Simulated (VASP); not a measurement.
# Sb (Fd-3m) in VASP: further runs

The runs below take Sb through single point, with LDA.

Everything below comes from runs of VASP 6.6.1. Logs are shortened: lines on timing, memory, paths and dates and some standing lists are left out, and cuts for length are marked.

## Step 1: The cell of the first run

Symmetry: Fd-3m, No. 227, cubic system. Conventional cell: a = 6.813 Å, b = 6.813 Å, c = 6.813 Å, α = 90.00°, β = 90.00°, γ = 90.00°. Sb (site symmetry -43m) has 4 Sb at 2.95 Å within 3.9 Å.

## Step 2: Single point, LDA

Contents of INCAR:

```
SYSTEM = Sb
PREC = Accurate ; ENCUT = 520
EDIFF = 1E-6 ; ISMEAR = -1
SIGMA = 0.1 ; LREAL = .FALSE.
LASPH = .TRUE. ; NELM = 80
ALGO = Normal ; ISIF = 2
LWAVE = .FALSE. ; LCHARG = .TRUE.
LELF = .TRUE. ; LVHAR = .TRUE.
NBANDS = 12
```

Contents of KPOINTS:

```
regular mesh
0
G
  10 10 10
  0 0 0
```

Contents of POSCAR:

```
Sb
1.0
    0.0000000000      3.4064437571      3.4064437571
    3.4064437571      0.0000000000      3.4064437571
    3.4064437571      3.4064437571      0.0000000000
Sb
2
Direct
   -0.1250000000     -0.1250000000     -0.1250000000
    0.1250000000      0.1250000000      0.1250000000
```

Potentials or basis: VASP PAW LDA potentials, release 64 (Sb).

Launch:

```bash
$ cat potpaw_LDA.64/Sb/POTCAR > POTCAR
$ mpirun -np 1 vasp_std > vasp.out
```

OUTCAR:

```text
SYSTEM = Sb
   PREC = Accurate
   ENCUT = 520
   EDIFF = 1E-6
   ISMEAR = -1
   LREAL = .FALSE.
   LASPH = .TRUE.
   NELM = 80
   ISIF = 2

 ion  position               nearest neighbor table
   1  0.875  0.875  0.875-   2 2.95   2 2.95   2 2.95   2 2.95
   2  0.125  0.125  0.125-   1 2.95   1 2.95   1 2.95   1 2.95

  LATTYP: Found a face centered cubic cell.
 ALAT       =     6.8128875142

  Lattice vectors:

 A1 = (   0.0000000000,   3.4064437571,   3.4064437571)
 A2 = (   3.4064437571,   0.0000000000,   3.4064437571)
 A3 = (   3.4064437571,   3.4064437571,   0.0000000000)

Analysis of symmetry for initial positions (statically):
=====================================================================
 Subroutine PRICEL returns:
 Original cell was already a primitive cell.

 Routine SETGRP: Setting up the symmetry group for a
 face centered cubic supercell.

 Subroutine GETGRP returns: Found 48 space group operations
 (whereof 12 operations were pure point group operations)
 out of a pool of 48 trial point group operations.

The static configuration has the point symmetry D_3d.
 The point group associated with its full space group is O_h .

Analysis of symmetry for dynamics (positions and initial velocities):
=====================================================================
 Subroutine PRICEL returns:
 Original cell was already a primitive cell.

 Routine SETGRP: Setting up the symmetry group for a
 face centered cubic supercell.

 Subroutine GETGRP returns: Found 48 space group operations
 (whereof 12 operations were pure point group operations)
 out of a pool of 48 trial point group operations.

The dynamic configuration has the point symmetry D_3d.
 The point group associated with its full space group is O_h .

 Subroutine INISYM returns: Found 48 space group operations
 (whereof 12 operations are pure point group operations),
 and found     1 'primitive' translations

----------------------------------------------------------------------------------------

                                     Primitive cell

  volume of cell :      79.0558

  direct lattice vectors                    reciprocal lattice vectors
     0.000000000  3.406443757  3.406443757    -0.146780642  0.146780642  0.146780642
     3.406443757  0.000000000  3.406443757     0.146780642 -0.146780642  0.146780642
     3.406443757  3.406443757  0.000000000     0.146780642  0.146780642 -0.146780642

  length of vectors
     4.817438961  4.817438961  4.817438961     0.254231529  0.254231529  0.254231529

  position of ions in fractional coordinates (direct lattice)
     0.875000000  0.875000000  0.875000000
     0.125000000  0.125000000  0.125000000

  ion indices of the primitive-cell ions
   primitive index   ion index
                 1           1
                 2           2

----------------------------------------------------------------------------------------

 KPOINTS: regular mesh

Automatic generation of k-mesh.
 Grid dimensions read from file:
 generate k-points for:   10   10   10

 Generating k-lattice:

  Cartesian coordinates                     Fractional coordinates (reciprocal lattice)
    -0.014678064  0.014678064  0.014678064     0.100000000  0.000000000  0.000000000
     0.014678064 -0.014678064  0.014678064     0.000000000  0.100000000  0.000000000
     0.014678064  0.014678064 -0.014678064     0.000000000  0.000000000  0.100000000

  Length of vectors
     0.025423153  0.025423153  0.025423153

  Shift w.r.t. Gamma in fractional coordinates (k-lattice)
     0.000000000  0.000000000  0.000000000

 Subroutine IBZKPT returns following result:
 ===========================================

 Found     47 irreducible k-points:

 Following reciprocal coordinates:
            Coordinates               Weight
  0.000000  0.000000  0.000000      1.000000
  0.100000  0.000000  0.000000      8.000000
  0.200000  0.000000  0.000000      8.000000
  0.300000  0.000000  0.000000      8.000000
  0.400000  0.000000  0.000000      8.000000
  0.500000  0.000000  0.000000      4.000000
[... 16 lines left out ...]
  0.300000  0.300000  0.000000      6.000000
  0.400000  0.300000  0.000000     24.000000
 [... further k-points ...]
   k-points           NKPTS =     47   k-points in BZ     NKDIM =     47   number of bands    NBANDS=     12
   number of dos      NEDOS =    301   number of ions     NIONS =      2
   total plane-waves  NPLWV =  46656
   dimension x,y,z NGX =    36 NGY =   36 NGZ =   36
   dimension x,y,z NGXF=    72 NGYF=   72 NGZF=   72
   ions per type =               2
   NGX,Y,Z   is equivalent  to a cutoff of  12.42, 12.42, 12.42 a.u.
   NGXF,Y,Z  is equivalent  to a cutoff of  24.85, 24.85, 24.85 a.u.
 SYSTEM =  Sb
   PREC   = accura    normal or accurate (medium, high low for compatibility)
   ISTART =      0    job   : 0-new  1-cont  2-samecut
   ICHARG =      2    charge: 1-file 2-atom 10-const
   ISPIN  =      1    spin polarized calculation?
   LNONCOLLINEAR =      F non collinear calculations
   LSORBIT =      F    spin-orbit coupling
   LASPH  =      T    aspherical Exc in radial PAW
   ENCUT  =  520.0 eV  38.22 Ry    6.18 a.u.   8.96  8.96  8.96*2*pi/ulx,y,z
   NELM   =     80;   NELMIN=  2; NELMDL= -5     # of ELM steps
   EDIFF  = 0.1E-05   stopping-criterion for ELM
   LREAL  =      F    real-space projection
   EDIFFG = 0.1E-04   stopping-criterion for IOM
   NSW    =      0    number of steps for IOM
   IBRION =     -1    ionic relax: 0-MD 1-quasi-New 2-CG
   NFREE  =      0    steps in history (QN), initial steepest desc. (CG)
   ISIF   =      2    stress and relaxation
   ISYM   =      2    0-nonsym 1-usesym 2-fastsym
   POTIM  = 0.5000    time-step for ionic-motion
   TEBEG  =    0.0;   TEEND  =   0.0 temperature during run
   PSTRESS=    0.0 pullay stress
   NELECT =      10.0000    total number of electrons
   NUPDOWN=      -1.0000    fix difference up-down
   EMIN   =  10.00;   EMAX   =-10.00  energy-range for DOS
   EFERMI =   0.00;   METHOD = LEGACY
   ISMEAR =    -1;   SIGMA  =   0.10  broadening in eV -4-tet -1-fermi 0-gaus
   EFERMI_NEDOS =   21; number of points for ismear=-14 and -15
   IALGO  =     38    algorithm
   IMIX   =      4    mixing-type and parameters
     AMIX     =   0.40;   BMIX     =  1.00
     AMIX_MAG =   1.60;   BMIX_MAG =  1.00
  volume/ion in A,a.u.               =      39.53       266.75
  Fermi-wavevector in a.u.,A,eV,Ry     =   0.821795  1.552968  9.188659  0.675347
  Thomas-Fermi vector in A             =   1.933017
   LORBIT       =      0    0 simple, 1 ext, 2 COOP (PROOUT), +10 PAW based schemes
   GGA     = CA    functional components
   LHFCALC =     F    Hartree Fock is set to
   AEXX    =    0.0000 exact exchange contribution
   IVDW    =     0    specifies the selected vdW correction
   LEPSILON=     F    determine dielectric tensor
   LRPA    =     F    only Hartree local field effects (RPA)
 non-spin polarized calculation
  energy-cutoff  :      520.00
  volume of cell :       79.06
 maximum number of plane-waves:      2154
   NGX = 17   NGY = 17   NGZ = 17

 number of electron      10.0000000 magnetization

 Free energy of the ion-electron system (eV)
  ---------------------------------------------------
  ext. energy  EPLUGINS =         0.00000000
  ---------------------------------------------------
  free energy    TOTEN  =        -8.82071642 eV

  energy without entropy =       -8.77605396  energy(sigma->0) =       -8.79838519

 E-fermi :   4.3349     XC(G=0):  -8.4294

 val. band max:        4.3243553872   @ k =   0.3000   0.2000   0.0000
 cond. band min:       4.3680444367   @ k =   0.4000   0.3000   0.1000
 fundamental gap:      0.0436890495
 Fermi energy:         4.3348657682

 k-point     1 :       0.0000    0.0000    0.0000
  band No.  band energies     occupation
      1      -7.5149      2.00000
      2      -0.7323      2.00000
      3       2.5315      2.00000
      4       2.5315      2.00000
      5       2.5315      2.00000
      6       4.8733      0.00913
      7       4.8733      0.00913
      8       4.8733      0.00913
      9       8.2037      0.00000
     10      10.7486      0.00000
     11      10.7486      0.00000
     12      11.8656      0.00000

 k-point     2 :       0.1000    0.0000    0.0000
  band No.  band energies     occupation
      1      -7.4406      2.00000
      2      -1.0905      2.00000
      3       2.4124      2.00000
      4       2.4124      2.00000
      5       2.5708      2.00000
      6       5.0434      0.00167
      7       5.0434      0.00167
      8       5.0710      0.00127
      9       8.5788      0.00000
     10      10.3907      0.00000
     11      10.3907      0.00000
     12      11.5702      0.00000

 k-point     3 :       0.2000    0.0000    0.0000
  band No.  band energies     occupation
      1      -7.2247      2.00000
      2      -1.8943      2.00000
      3       2.1589      2.00000
      4       2.1589      2.00000
      5       2.4925      2.00000
      6       5.4100      0.00004
      7       5.4100      0.00004
      8       5.7642      0.00000
      9       9.3424      0.00000
     10      10.0776      0.00000
     11      10.0776      0.00000
     12      11.3035      0.00000
[... 286 lines left out ...]
 k-point    23 :       0.3000    0.3000    0.0000
  band No.  band energies     occupation
      1      -6.6345      2.00000
      2      -3.1983      2.00000
      3       1.1822      2.00000
      4       1.1822      2.00000
      5       3.8639      1.98215
      6       4.1163      1.79782
      7       7.3396      0.00000
      8       7.3396      0.00000
      9       8.7607      0.00000
     10      11.2218      0.00000
     11      11.6848      0.00000
     12      13.8135      0.00000

 k-point    24 :       0.4000    0.3000    0.0000
  band No.  band energies     occupation
      1      -6.2960      2.00000
      2      -3.7670      2.00000
      3       0.8590      2.00000
      4       1.0384      2.00000
      5       3.9169      1.96986
      6       4.2962      1.19091
      7       7.5408      0.00000
      8       7.7243      0.00000
      9       9.4681      0.00000
     10      11.4055      0.00000
     11      12.0332      0.00000
     12      13.4035      0.00000

 [... further k-points ...]

------------------------ aborting loop because EDIFF is reached ----------------------------------------

  FORCE on cell =-STRESS in cart. coord.  units (eV):
  Direction    XX          YY          ZZ          XY          YZ          ZX
  --------------------------------------------------------------------------------------
  -------------------------------------------------------------------------------------
  Total        0.0806168      0.0806168      0.0806168      0.0000000     -0.0000000     -0.0000000
  in kB        1.6338143      1.6338143      1.6338143      0.0000000     -0.0000000     -0.0000000
  external PRESSURE =       1.6338143 kB  Pullay stress =       0.0000000 kB

 VOLUME and BASIS-vectors are now :
 -----------------------------------------------------------------------------
  energy-cutoff  :      520.00
  volume of cell :       79.06
      direct lattice vectors                 reciprocal lattice vectors
     0.000000000  3.406443757  3.406443757    -0.146780642  0.146780642  0.146780642
     3.406443757  0.000000000  3.406443757     0.146780642 -0.146780642  0.146780642
     3.406443757  3.406443757  0.000000000     0.146780642  0.146780642 -0.146780642

 POSITION                                       TOTAL-FORCE (eV/Angst)
 -----------------------------------------------------------------------------------
      5.96128      5.96128      5.96128         0.000000      0.000000      0.000000
      0.85161      0.85161      0.85161        -0.000000     -0.000000     -0.000000
 -----------------------------------------------------------------------------------
    total drift:                               -0.000000      0.000000      0.000000

  FREE ENERGIE OF THE ION-ELECTRON SYSTEM (eV)
  ---------------------------------------------------
  free  energy   TOTEN  =        -8.8207164203 eV

  energy  without entropy=       -8.7760539637  energy(sigma->0) =       -8.79838519
```

It took 58 s on 1 thread of AMD EPYC 7R13, shared host; peak memory 0.16 GiB.

What came out:

```yaml
Free_energy: -8.8207 eV
Pressure: 0.2 GPa
Band_gap_on_the_k_mesh: zero (band 5 reaches 5.05 eV, above the bottom of band 6 at 3.82 eV)
```

Caveat: spin-orbit coupling is left out, which moves the levels of the heavy elements.

## Step 3: Single point, LDA

Contents of INCAR:

```
PREC = Accurate
ENCUT = 520
EDIFF = 1E-7
ISMEAR = -1
SIGMA = 0.1
LREAL = F
LASPH = T
NELM = 100
ALGO = Normal
ISIF = 2
LWAVE = F
LCHARG = T
LELF = T
LVHAR = T
NBANDS = 12
```

Contents of KPOINTS:

```
Automatic mesh
0
Gamma
  10 10 10
```

POSCAR is that of step 2.

Potentials or basis: VASP PAW LDA potentials, release 64 (Sb).

Launch:

```bash
$ cat potpaw_LDA.64/Sb/POTCAR > POTCAR
$ mpirun -np 1 vasp_std > vasp.out
```

OUTCAR:

```text
PREC = Accurate
   ENCUT = 520
   EDIFF = 1E-7
   ISMEAR = -1
   LREAL = F
   LASPH = T
   NELM = 100
   ISIF = 2

 ion  position               nearest neighbor table
   1  0.875  0.875  0.875-   2 2.95   2 2.95   2 2.95   2 2.95
   2  0.125  0.125  0.125-   1 2.95   1 2.95   1 2.95   1 2.95

  LATTYP: Found a face centered cubic cell.
 ALAT       =     6.8128875142

  Lattice vectors:

 A1 = (   0.0000000000,   3.4064437571,   3.4064437571)
 A2 = (   3.4064437571,   0.0000000000,   3.4064437571)
 A3 = (   3.4064437571,   3.4064437571,   0.0000000000)

Analysis of symmetry for initial positions (statically):
=====================================================================
 Subroutine PRICEL returns:
 Original cell was already a primitive cell.

 Routine SETGRP: Setting up the symmetry group for a
 face centered cubic supercell.

 Subroutine GETGRP returns: Found 48 space group operations
 (whereof 12 operations were pure point group operations)
 out of a pool of 48 trial point group operations.

The static configuration has the point symmetry D_3d.
 The point group associated with its full space group is O_h .

Analysis of symmetry for dynamics (positions and initial velocities):
=====================================================================
 Subroutine PRICEL returns:
 Original cell was already a primitive cell.

 Routine SETGRP: Setting up the symmetry group for a
 face centered cubic supercell.

 Subroutine GETGRP returns: Found 48 space group operations
 (whereof 12 operations were pure point group operations)
 out of a pool of 48 trial point group operations.

The dynamic configuration has the point symmetry D_3d.
 The point group associated with its full space group is O_h .

 Subroutine INISYM returns: Found 48 space group operations
 (whereof 12 operations are pure point group operations),
 and found     1 'primitive' translations

----------------------------------------------------------------------------------------
[... 120 lines left out ...]
   AEXX    =    0.0000 exact exchange contribution
   IVDW    =     0    specifies the selected vdW correction
   LEPSILON=     F    determine dielectric tensor
   LRPA    =     F    only Hartree local field effects (RPA)
 non-spin polarized calculation
  energy-cutoff  :      520.00
  volume of cell :       79.06
 maximum number of plane-waves:      2154
   NGX = 17   NGY = 17   NGZ = 17

 number of electron      10.0000000 magnetization

 Free energy of the ion-electron system (eV)
  ---------------------------------------------------
  ext. energy  EPLUGINS =         0.00000000
  ---------------------------------------------------
  free energy    TOTEN  =        -8.82071639 eV

  energy without entropy =       -8.77605438  energy(sigma->0) =       -8.79838539

 E-fermi :   4.3349     XC(G=0):  -8.4293

 val. band max:        4.3243571525   @ k =   0.3000   0.2000   0.0000
 cond. band min:       4.3680500377   @ k =   0.4000   0.3000   0.1000
 fundamental gap:      0.0436928853
 Fermi energy:         4.3348586753

 k-point     1 :       0.0000    0.0000    0.0000
  band No.  band energies     occupation
      1      -7.5149      2.00000
      2      -0.7324      2.00000
      3       2.5315      2.00000
      4       2.5315      2.00000
      5       2.5315      2.00000
      6       4.8733      0.00913
      7       4.8733      0.00913
      8       4.8733      0.00913
      9       8.2038      0.00000
     10      10.7486      0.00000
     11      10.7486      0.00000
     12      11.8656      0.00000
[... 331 lines left out ...]
 k-point    24 :       0.4000    0.3000    0.0000
  band No.  band energies     occupation
      1      -6.2961      2.00000
      2      -3.7671      2.00000
      3       0.8590      2.00000
      4       1.0384      2.00000
      5       3.9169      1.96986
      6       4.2962      1.19092
      7       7.5408      0.00000
      8       7.7242      0.00000
      9       9.4681      0.00000
     10      11.4056      0.00000
     11      12.0331      0.00000
     12      13.4035      0.00000

 [... further k-points ...]

------------------------ aborting loop because EDIFF is reached ----------------------------------------

  FORCE on cell =-STRESS in cart. coord.  units (eV):
  Direction    XX          YY          ZZ          XY          YZ          ZX
  --------------------------------------------------------------------------------------
  -------------------------------------------------------------------------------------
  Total        0.0819319      0.0819319      0.0819319      0.0000000      0.0000000      0.0000000
  in kB        1.6604664      1.6604664      1.6604664      0.0000000      0.0000000      0.0000000
  external PRESSURE =       1.6604664 kB  Pullay stress =       0.0000000 kB

 VOLUME and BASIS-vectors are now :
 -----------------------------------------------------------------------------
  energy-cutoff  :      520.00
  volume of cell :       79.06
      direct lattice vectors                 reciprocal lattice vectors
     0.000000000  3.406443757  3.406443757    -0.146780642  0.146780642  0.146780642
     3.406443757  0.000000000  3.406443757     0.146780642 -0.146780642  0.146780642
     3.406443757  3.406443757  0.000000000     0.146780642  0.146780642 -0.146780642

 POSITION                                       TOTAL-FORCE (eV/Angst)
 -----------------------------------------------------------------------------------
      5.96128      5.96128      5.96128        -0.000000      0.000000      0.000000
      0.85161      0.85161      0.85161         0.000000     -0.000000     -0.000000
 -----------------------------------------------------------------------------------
    total drift:                               -0.000000      0.000000      0.000000

  FREE ENERGIE OF THE ION-ELECTRON SYSTEM (eV)
  ---------------------------------------------------
  free  energy   TOTEN  =        -8.8207163899 eV

  energy  without entropy=       -8.7760543815  energy(sigma->0) =       -8.79838539
```

Run time: 56 s. Hardware: 1 thread of AMD EPYC 7R13, shared host; peak memory 0.16 GiB.

What came out:

* Free energy: -8.8207 eV
* Pressure: 0.2 GPa
* Band gap on the k mesh: zero (band 5 reaches 5.05 eV, above the bottom of band 6 at 3.82 eV)

Caveat: spin-orbit coupling is left out, which moves the levels of the heavy elements.

## Step 4: Single point, LDA

Contents of INCAR:

```
  ALGO = Normal
  EDIFF = 1E-6
  ENCUT = 520
  GGA = CA
  ISIF = 2
  ISMEAR = -1
  LASPH = T
  LCHARG = F
  LREAL = F
  LWAVE = F
  NBANDS = 12
  NELM = 60
  PREC = Accurate
  SIGMA = 0.1
```

Contents of KPOINTS:

```
k-points
0
Gamma
  10 10 10
```

POSCAR is that of step 3.

Launch:

```bash
$ cat potpaw_LDA.64/Sb/POTCAR > POTCAR
$ mpirun -np 1 vasp_std > vasp.out
```

Run time: 45 s. Hardware: 1 thread of AMD EPYC 7R13, shared host; peak memory 0.16 GiB.

The run converged. Its results:

```
Free energy            : -8.8207 eV
Pressure               : 0.2 GPa
Band gap on the k mesh : zero (band 5 reaches 5.05 eV, above the bottom of band 6 at 3.82 eV)
```

Levels at points of the mesh, in eV from the Fermi level:
| k point | band 2 | band 3 | band 4 | band 5 | band 6 | band 7 | band 8 | band 9 |
| --- | --- | --- | --- | --- | --- | --- | --- | --- |
| (0.00, 0.00, 0.00) | -5.07 | -1.80 | -1.80 | -1.80 | 0.54 | 0.54 | 0.54 | 3.87 |
| (0.50, 0.00, 0.00) | -8.17 | -2.64 | -2.64 | -2.26 | 1.62 | 1.62 | 4.30 | 5.64 |
| (0.50, 0.50, 0.00) | -9.50 | -3.57 | -3.57 | -0.51 | -0.51 | 4.51 | 4.51 | 6.38 |

Caveat: spin-orbit coupling is left out, which moves the levels of the heavy elements.
